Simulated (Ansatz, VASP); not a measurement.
# ZnS in VASP and in Ansatz

```
Zn S
1.0
     0.00000    2.55177    2.55177
     2.55177    0.00000    2.55177
     2.55177    2.55177    0.00000
Zn S
1 1
Direct
  0.00000 0.00000 0.00000
  0.50000 0.50000 0.50000
```

Alike in both runs: functional PBE; k mesh 15 × 15 × 15; occupations fermi-dirac, width 0.08 eV; no spin polarisation.

Ansatz relaxed the structure, and its values are those at the end. VASP's run is a single point on that final structure, the one shown.

```csv
,VASP,Ansatz
version,VASP 6.6.1,Ansatz 0.2.0
potentials or method,"VASP PAW PBE potentials, release 64 (Zn, S)","PAW with Ansatz's default frozen-core files, scalar-relativistic"
plane-wave cutoff (eV),520,420
valence electrons in the cell,18,18
```

|  | VASP | Ansatz | Ansatz less VASP |
| --- | --- | --- | --- |
| pressure (GPa) | 0.2 | 0.0 | -0.14 |
